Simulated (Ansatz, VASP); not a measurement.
## PtS2 in VASP and in Ansatz

```
Pt S
1.0
     3.45140    0.00000    0.00000
    -1.72570    2.98900    0.00000
     0.00000    0.00000    6.33420
Pt S
1 2
Direct
  0.00000 0.00000 0.00000
  0.33333 0.66667 0.18895
  0.66667 0.33333 0.81105
```

Alike in both runs: task relaxation of the atoms; functional PBE; k mesh 9 × 9 × 4; occupations gaussian, width 0.05 eV; no spin polarisation.

|  | VASP | Ansatz |
| --- | --- | --- |
| version | VASP 6.6.1 | Ansatz 0.2.0 |
| potentials or method | VASP PAW PBE potentials, release 64 (Pt, S), cutoff 520 eV | scalar-relativistic, plane waves, PAW |
| valence electrons in the cell | 22 | 30 |

```tsv
	VASP	Ansatz	Ansatz less VASP
gap on the k mesh at the Fermi level, each at its own relaxed structure (eV)	1.52	1.51	-0.009
```

VASP's potentials hold 22 valence electrons a cell and Ansatz's 30, so a difference there can come from the potentials and not from the codes. Ansatz's warnings: stress scf threshold loose.

Spin-orbit coupling is off throughout.
